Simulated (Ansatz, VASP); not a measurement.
Given: the input of a run of VASP 6.6.1 on CuAu.

Contents of INCAR:

```
  PREC = Accurate
  ENCUT = 520
  EDIFF = 1E-7
  ISMEAR = -1
  SIGMA = 0.05
  LREAL = False
  LASPH = True
  NELM = 100
  ALGO = Fast
  ISIF = 2
  LWAVE = False
  LCHARG = True
  GGA = PS
  LELF = True
  LVHAR = True
  NBANDS = 18
```

KPOINTS

```
Automatic mesh
0
Gamma
  11 11 11
```

The input POSCAR:

```
CuAu
1.0
    1.4430568479      0.8331492596      4.2561707609
   -1.4430568479      0.8331492596      4.2561707609
    0.0000000000     -1.6662985192      4.2561707609
Au Cu
1 1
Direct
   -0.0017160000      0.0121310000     -0.0123220000
    0.5007360000      0.5014260000      0.4999300000
```

Potentials or basis: VASP PAW PBE potentials, release 64 (Au, Cu).

Run with:

```sh
$ cat potpaw_PBE.64/Au/POTCAR potpaw_PBE.64/Cu/POTCAR > POTCAR
$ mpirun -np 1 vasp_std > vasp.out
```

Q: Set up the same calculation for Ansatz 0.2.0. Potentials there: Ansatz PAW.

A: As run (the cutoff follows the program's own potentials):

The input input.yaml:

```yaml
crystal:
  lattice:
    - [1.4430568479, 0.8331492596, 4.2561707609]
    - [-1.4430568479, 0.8331492596, 4.2561707609]
    - [0.0, -1.6662985192, 4.2561707609]
  atoms:
    - { symbol: Au, position: [-0.001716, 0.012131, -0.012322] }
    - { symbol: Cu, position: [0.500736, 0.501426, 0.49993] }
hamiltonian:
  xc: pbesol
  pseudopotentials: { kind: paw }
kpoints:
  mp_grid: { grid: [11, 11, 11] }
scf:
  occupations: { method: fermi_dirac, width: 0.05 }
output:
  forces: true
  stress: true
  eigenvalues: true
```

Potentials or basis: Ansatz PAW.

Run with:

```sh
$ ansatz run input.yaml --threads 1 --pin off --max-ram 3584MiB --backend cpu --events-out ev --progress --plain --runs-dir out
```

Both were run:

|  | VASP | Ansatz | Ansatz less VASP |
| --- | --- | --- | --- |
| gap on the k mesh at the Fermi level (eV) | none | none | - |
| pressure (GPa) | -7.9 | -8.1 | -0.11 |
| traceless stress, the component that is largest in VASP (GPa) | 1.16 | 1.04 | -0.123 |
| rms of the force components (eV/Å) | 0.073 | 0.073 | 0.0000 |

VASP's potentials were made for PBE, not for PBEsol. Atom by atom the forces differ by 0.000 eV/Å (rms over components). A gap of «none» marks a metal or a gap that the smearing closes. The functional is the same, so the differences come from potentials, cutoffs and numerics. VASP's potentials hold 22 valence electrons a cell and Ansatz's 38, so a difference there can come from the potentials and not from the codes.

Spin-orbit coupling is off throughout.
